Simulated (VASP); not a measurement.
Runs of VASP 6.6.1 on La. The structure is that of space group P6_3/mmc (No. 194), or close to it. The cells are those of the table. 

```tsv
cell	k mesh	gap on the mesh (eV)	pressure (GPa)
a = 3.855, b = 3.855, c = 6.178 Å, angles 90.0, 90.0, 120.0°, 2 atoms	11 × 11 × 6	none	0.1
a = 3.749, b = 3.749, c = 6.009 Å, angles 90.0, 90.0, 120.0°, 2 atoms	11 × 11 × 6	none	(a)
a = 3.855, b = 3.855, c = 6.178 Å, angles 90.0, 90.0, 120.0°, 2 atoms	10 × 10 × 7	none	0.0
a = 3.803, b = 3.803, c = 6.095 Å, angles 90.0, 90.0, 120.0°, 2 atoms	11 × 11 × 6	none	(b)
a = 3.694, b = 3.694, c = 5.921 Å, angles 90.0, 90.0, 120.0°, 2 atoms	11 × 11 × 6	none	3.6
```

Alike in all rows: task single point; level RPBE; potentials or basis VASP PAW PBE potentials, release 64 (La); no spin polarisation; cutoff (eV) 520; smearing fermi-dirac 0.1 eV.

Task: Fill in the values left out.

Result: (a) 2.3; (b) 1.1.

Caveats: the PAW data sets were made with another functional, which shifts forces and pressure a little; spin-orbit coupling is left out, which moves the levels of the heavy elements; the cell stands under pressure (at least some runs).

A k mesh can miss the band edges, and the runs leave out spin-orbit coupling on La.

A gap of «none» marks levels without a gap at the run's occupations.
